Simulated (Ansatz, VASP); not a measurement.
**VO2 in VASP and in Ansatz**

```
V O
1.0
     4.55460    0.00000    0.00000
     0.00000    4.55460    0.00000
     0.00000    0.00000    2.93838
V O
2 4
Direct
  0.00000 0.00000 0.00000
  0.50000 0.50000 0.50000
  0.30157 0.30157 0.00000
  0.19843 0.80157 0.50000
  0.69843 0.69843 0.00000
  0.80157 0.19843 0.50000
```

Change from the starting cell: z stretched by +3 %, ions relaxed.

Alike in both runs: functional PBE; k mesh 10 × 10 × 16; occupations fermi-dirac, width 0.05 eV; collinear spin.

Ansatz relaxed the structure, and its values are those at the end. VASP's run is a single point on that final structure, the one shown.

|  | VASP | Ansatz |
| --- | --- | --- |
| version | VASP 6.6.1 | Ansatz 0.2.0 |
| potentials or method | VASP PAW PBE potentials, release 64 (V_sv, O) | plane-wave PAW, scalar-relativistic |
| plane-wave cutoff (eV) | 600 | 420 |
| valence electrons in the cell | 50 | 50 |

```csv
,VASP,Ansatz,Ansatz less VASP
pressure (GPa),-4.9,-5.5,-0.54
rms of the force components (eV/Å),0.009,0.000,-0.0086
net moment per atom (μB),0.33,0.33,0.000
size of the moment on the site where the two differ most (μB),1.07,0.86,-0.211
```

Site moments also hang on the region over which each program counts them. With one functional, cell and mesh, what is left measures potentials, basis and numerics. Ansatz's warnings: stress scf threshold loose.
